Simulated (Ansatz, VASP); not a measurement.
## One calculation of Pb, two programs

```xyz
2
Lattice="0.0000 3.3807 3.3807 3.3807 0.0000 3.3807 3.3807 3.3807 0.0000" Properties=species:S:1:pos:R:3 pbc="T T T"
Pb    0.0000    0.0000    0.0000
Pb    1.6904    1.6904    1.6904
```

Change from the starting cell: volume scaled by 0.95, PAW files.

Alike in both runs: task electric field gradients; functional LDA; k mesh 8 × 8 × 8; occupations fermi-dirac, width 0.05 eV; no spin polarisation.

|  | VASP | Ansatz |
| --- | --- | --- |
| version | VASP 6.6.1 | Ansatz 0.2.0 |
| potentials or method | VASP PAW LDA potentials, release 64 (Pb_d) | PAW with Ansatz's default frozen-core files, scalar-relativistic |
| plane-wave cutoff (eV) | 520 | 420 |
| valence electrons in the cell | 28 | 28 |

VASP gave:

- pressure (GPa): 1.1

Which values does Ansatz return?

Pressure (GPa): 1.0.

LDA's correlation is that of Perdew and Zunger in VASP and of Perdew and Wang (1992) in Ansatz.

Spin-orbit coupling is off throughout.
